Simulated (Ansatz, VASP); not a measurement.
## HfN in VASP and in Ansatz

```
Hf N
1.0
     3.18318    0.00000    0.00000
    -1.59159    2.75671    0.00000
     0.00000    0.00000    7.79635
Hf N
3 3
Direct
  0.00000 0.00000 0.00000
  0.33333 0.66667 0.33333
  0.66667 0.33333 0.66667
  0.66667 0.33333 0.16667
  0.00000 0.00000 0.50000
  0.33333 0.66667 0.83333
```

Alike in both runs: functional PBEsol; k mesh 12 × 12 × 6; occupations gaussian, width 0.1 eV; no spin polarisation.

Ansatz relaxed the structure, and its values are those at the end. VASP's run is a single point on that final structure, the one shown.

```csv
,VASP,Ansatz
version,VASP 6.6.1,Ansatz 0.2.0
potentials or method,"VASP PAW PBE potentials, release 64 (Hf_pv, N), cutoff 520 eV","scalar-relativistic, plane waves, PAW"
valence electrons in the cell,45,93
```

```tsv
	VASP	Ansatz	Ansatz less VASP
gap on the k mesh at the Fermi level (eV)	none	none	-
pressure (GPa)	-2.2	0.0	+2.17
```

VASP's potentials were made for PBE, not for PBEsol. A gap of «none» marks a metal or a gap that the smearing closes. The functional is the same, so the differences come from potentials, cutoffs and numerics. VASP's potentials hold 45 valence electrons a cell and Ansatz's 93, so a difference there can come from the potentials and not from the codes.

Spin-orbit coupling is off throughout.
